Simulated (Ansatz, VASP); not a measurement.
**One calculation of MnS, two programs**

```
CELL_PARAMETERS angstrom
-2.56896 -2.56896 5.15808
-5.15808 -2.56896 2.56896
-2.56896 -5.15808 2.56896
ATOMIC_POSITIONS crystal
Mn 0.00000 0.00000 0.00000
Mn 0.50000 0.50000 0.50000
S 0.25000 0.25000 0.25000
S 0.75000 0.75000 0.75000
```

Alike in both runs: task electric field gradients; functional r2SCAN; k mesh 8 × 8 × 8; occupations gaussian, width 0.05 eV; collinear spin.

```csv
,VASP,Ansatz
version,VASP 6.6.1,Ansatz 0.2.0
potentials or method,"VASP PAW PBE potentials, release 64 (Mn_pv, S), cutoff 520 eV","scalar-relativistic, plane waves, PAW"
valence electrons in the cell,38,42
```

|  | VASP | Ansatz | Ansatz less VASP |
| --- | --- | --- | --- |
| gap on the k mesh at the Fermi level (eV) | 1.70 | 1.70 | +0.003 |
| least direct gap on the mesh (eV) | 2.15 | 2.15 | +0.002 |
| pressure (GPa) | -0.1 | 0.0 | +0.14 |
| net moment per atom (μB) | 0.00 | 0.00 | 0.000 |
| size of the moment on the site where the two differ most (μB) | 4.34 | 4.30 | -0.041 |

VASP's potentials were made for PBE, not for r2SCAN. Site moments also hang on the region over which each program counts them. VASP's potentials hold 38 valence electrons a cell and Ansatz's 42, so a difference there can come from the potentials and not from the codes. Ansatz's warnings: stability check not made.
